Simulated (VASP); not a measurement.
A run of VASP 6.6.1 is set up as follows.

INCAR

```
SYSTEM = HfSn3O8
ALGO = Normal ; EDIFF = 1E-6
EDIFFG = -0.005 ; ENCUT = 600
GGA = PE ; IBRION = 2
ISIF = 3 ; ISMEAR = -1
KPAR = 4 ; LASPH = .TRUE.
LCHARG = .FALSE. ; LREAL = .FALSE.
LWAVE = .FALSE. ; NELM = 80
NSW = 80 ; PREC = Accurate
SIGMA = 0.02
```

The input KPOINTS:

```
k-points
0
G
  8 4 6
  0 0 0
```

File POSCAR:

```
HfSn3O8
1.0
    3.2960197200      0.0000000000      0.0000000000
    0.0000000000      6.5920394500      0.0000000000
    0.0000000000      0.0000000000      4.7910241600
Hf Sn O
1 3 8
Direct
    0.5000000000      0.0000000000      0.5000000000
    0.0000000000      0.7500000000      0.0000000000
    0.5000000000      0.5000000000      0.5000000000
    0.0000000000      0.2500000000      0.0000000000
    0.5000000000      0.7500000000      0.3027921200
    0.0000000000      0.0000000000      0.1972078800
    0.0000000000      0.0000000000      0.6972078800
    0.5000000000      0.7500000000      0.8027921200
    0.5000000000      0.2500000000      0.3027921200
    0.0000000000      0.5000000000      0.1972078800
    0.0000000000      0.5000000000      0.6972078800
    0.5000000000      0.2500000000      0.8027921200
```

Potentials or basis: VASP PAW PBE potentials, release 64 (Hf_pv, Sn_d, O).

Command:

```console
$ cat potpaw_PBE.64/Hf_pv/POTCAR potpaw_PBE.64/Sn_d/POTCAR potpaw_PBE.64/O/POTCAR > POTCAR
$ mpirun -np 4 vasp_std > vasp.out
```

Q: What does it give for the relaxed cell?

A: a = 3.553 Å, b = 7.292 Å, c = 5.446 Å, α = 90.00°, β = 90.00°, γ = 90.00°.

Q: Estimate the relaxed volume.

A: 11.76 Å³/atom.

Q: What does it give for the band gap on the k mesh?

A: 1.44 eV (least direct gap 1.49 eV).

Forces in eV/Å, atoms in the order of the input:
```
Hf   0.000  0.000  0.003
Sn   0.000 -0.001 -0.001
Sn   0.000  0.000  0.003
Sn   0.000  0.001 -0.001
O    0.000 -0.002 -0.002
O    0.000  0.000 -0.001
O    0.000  0.000 -0.001
O    0.000  0.001  0.002
O    0.000  0.002 -0.002
O    0.000  0.000  0.000
O    0.000  0.000 -0.001
O    0.000 -0.001  0.002
```

Caveat: the volume moved by over 15 % at a fixed basis, so the end points are rough; spin-orbit coupling is left out, which moves the levels of the heavy elements. A k mesh can miss the band edges.
